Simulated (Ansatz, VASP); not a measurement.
# Sb in VASP and in Ansatz

INCAR

```
SYSTEM = Sb
PREC = Accurate ; ENCUT = 520
EDIFF = 1E-6 ; ISMEAR = -1
SIGMA = 0.05 ; LREAL = .False.
LASPH = .True. ; NELM = 100
ALGO = Normal ; ISIF = 2
LWAVE = .False. ; LCHARG = .False.
GGA = CA ; NBANDS = 8
```

KPOINTS

```
Automatic mesh
0
Gamma
  8 8 8
  0 0 0
```

Contents of POSCAR:

```
Sb
1.0
    3.1600000000      0.0000000000      0.0000000000
    0.0000000000      3.1600000000      0.0000000000
    0.0000000000      0.0000000000      3.1600000000
Sb
1
Direct
    0.0000000000      0.0000000000      0.0000000000
```

File input.yaml:

```yaml
crystal:
  lattice:
    - [3.16, 0.0, 0.0]
    - [0.0, 3.16, 0.0]
    - [0.0, 0.0, 3.16]
  atoms:
    - { symbol: Sb, position: [0.0, 0.0, 0.0] }
hamiltonian:
  xc: lda
  pseudopotentials: { kind: paw }
kpoints:
  mp_grid: { grid: [8, 8, 8] }
scf:
  occupations: { method: fermi_dirac, width: 0.05 }
output:
  forces: true
  stress: true
  eigenvalues: true
  write_density: true
  write_potential: true
  elf: true
  volumetric_format: npy
```

Alike in both runs: task single point; functional LDA; k mesh 8 × 8 × 8; occupations fermi-dirac, width 0.05 eV; no spin polarisation.

```csv
,VASP,Ansatz
version,VASP 6.6.1,Ansatz 0.2.0
potentials or method,"VASP PAW LDA potentials, release 64 (Sb)",Ansatz PAW
plane-wave cutoff (eV),520,420
valence electrons in the cell,5,15
```

Ansatz gave:

- gap on the k mesh at the Fermi level (eV): none
- pressure (GPa): -5.7

Problem. What did VASP give for the same quantities?

Solution. gap on the k mesh at the Fermi level (eV): none; pressure (GPa): -5.6.

LDA's correlation is that of Perdew and Zunger in VASP and of Perdew and Wang (1992) in Ansatz. A gap of «none» marks a metal or a gap that the smearing closes. VASP's potentials hold 5 valence electrons a cell and Ansatz's 15, so a difference there can come from the potentials and not from the codes.

Neither program's run includes spin-orbit coupling.
